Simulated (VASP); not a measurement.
A run of VASP 6.6.1 is set up as follows.

File INCAR:

```
  PREC = Accurate
  ENCUT = 520
  EDIFF = 1E-6
  ISMEAR = 0
  SIGMA = 0.01
  LREAL = False
  LASPH = True
  NELM = 60
  ALGO = Normal
  ISIF = 2
  LWAVE = False
  LCHARG = False
  GGA = PS
  NBANDS = 12
```

Contents of KPOINTS:

```
Automatic mesh
0
Gamma
  8 8 8
```

The input POSCAR:

```
LiF
1.0
    0.0000000000      2.1446105480      2.1446105480
    2.1446105480      0.0000000000      2.1446105480
    2.1446105480      2.1446105480      0.0000000000
Li F
1 1
Direct
    0.0000000000      0.0000000000      0.0000000000
    0.2500000000      0.2500000000      0.2500000000
```

Potentials or basis: VASP PAW PBE potentials, release 64 (Li_sv, F).

Launch:

```bash
$ cat potpaw_PBE.64/Li_sv/POTCAR potpaw_PBE.64/F/POTCAR > POTCAR
$ mpirun -np 1 vasp_std > vasp.out
```

Problem. Estimate the band gap on the k mesh.

Solution. 7.74 eV.

Caveat: the structure was generated, so it needn't be the stable form of LiF. A k mesh can miss the band edges.
